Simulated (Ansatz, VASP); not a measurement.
# Two plane-wave programs on ZnS

File POSCAR:

```
ZnS
1.0
    0.0000000000      2.6507206157      2.6940955541
    2.6940955541      0.0000000000      2.6940955541
    2.6940955541      2.6507206157      0.0000000000
Zn S
1 1
Direct
    0.2500000000      0.2500000000      0.2500000000
    0.0000000000      0.0000000000      0.0000000000
```

File INCAR.step1:

```
ALGO     = Normal         # electronic algorithm
EDIFF    = 1E-4           # SCF threshold, eV
ENCUT    = 520            # plane-wave cutoff, eV
GGA      = PE             # functional
ISMEAR   = 0              # smearing method
LASPH    = T              # aspherical terms in the spheres
LCHARG   = F              # write CHGCAR
LREAL    = F              # projectors in reciprocal space
LWAVE    = T              # write WAVECAR
NBANDS   = 16             # bands
NELM     = 100            # most SCF steps
PREC     = Accurate       # precision mode
SIGMA    = 0.01           # smearing width, eV
```

The input INCAR.step2:

```
ALGO     = Normal         # electronic algorithm
EDIFF    = 1E-6           # SCF threshold, eV
ENCUT    = 520            # plane-wave cutoff, eV
ISIF     = 2              # what is computed and relaxed
ISMEAR   = 0              # smearing method
ISTART   = 1            
LASPH    = T              # aspherical terms in the spheres
LCHARG   = T              # write CHGCAR
LELF     = T              # ELF
LMIXTAU  = T            
LREAL    = F              # projectors in reciprocal space
LVHAR    = T            
LWAVE    = F              # write WAVECAR
METAGGA  = R2SCAN         # meta-GGA
NBANDS   = 16             # bands
NELM     = 100            # most SCF steps
PREC     = Accurate       # precision mode
SIGMA    = 0.01           # smearing width, eV
```

File KPOINTS:

```
k-points
0
Gamma
  8 8 8
```

Input for Ansatz:

```yaml
crystal:
  lattice:
    - [0.0, 2.6507206157, 2.6940955541]
    - [2.6940955541, 0.0, 2.6940955541]
    - [2.6940955541, 2.6507206157, 0.0]
  atoms:
    - { symbol: Zn, position: [0.25, 0.25, 0.25] }
    - { symbol: S, position: [0.0, 0.0, 0.0] }
kpoints:
  mp_grid: { grid: [8, 8, 8] }
  band_path:
    path:
      - [0.0, 0.0, 0.0]
      - [-0.5, -0.5, 0.0]
      - [-0.375, -0.375, 0.25]
      - [-0.375, 0.0, 0.375]
      - [0.0, 0.0, 0.5]
      - [-0.5, -0.25, 0.25]
    npoints: 1
hamiltonian:
  xc: r2scan
scf:
  occupations: { method: fixed }
  n_extra_bands: 4
output:
  forces: true
  stress: true
  eigenvalues: true
```

Change from the starting cell: uniaxial_y strain -1.6%.

Alike in both runs: task single point; functional r2SCAN; k mesh 8 × 8 × 8; no spin polarisation.

|  | VASP | Ansatz |
| --- | --- | --- |
| version | VASP 6.6.1 | Ansatz 0.2.0 |
| potentials or method | VASP PAW PBE potentials, release 64 (Zn, S) | plane waves, PAW |
| plane-wave cutoff (eV) | 520 | 500 |
| occupations | gaussian, width 0.01 eV | fixed |
| valence electrons in the cell | 18 | 18 |

|  | VASP | Ansatz | Ansatz less VASP |
| --- | --- | --- | --- |
| gap on the k mesh at the Fermi level (eV) | 2.75 | 2.74 | -0.012 |
| pressure (GPa) | 1.4 | 1.4 | -0.02 |
| traceless stress, the component that is largest in VASP (GPa) | 0.43 | 0.45 | +0.014 |

VASP's potentials were made for PBE, not for r2SCAN.
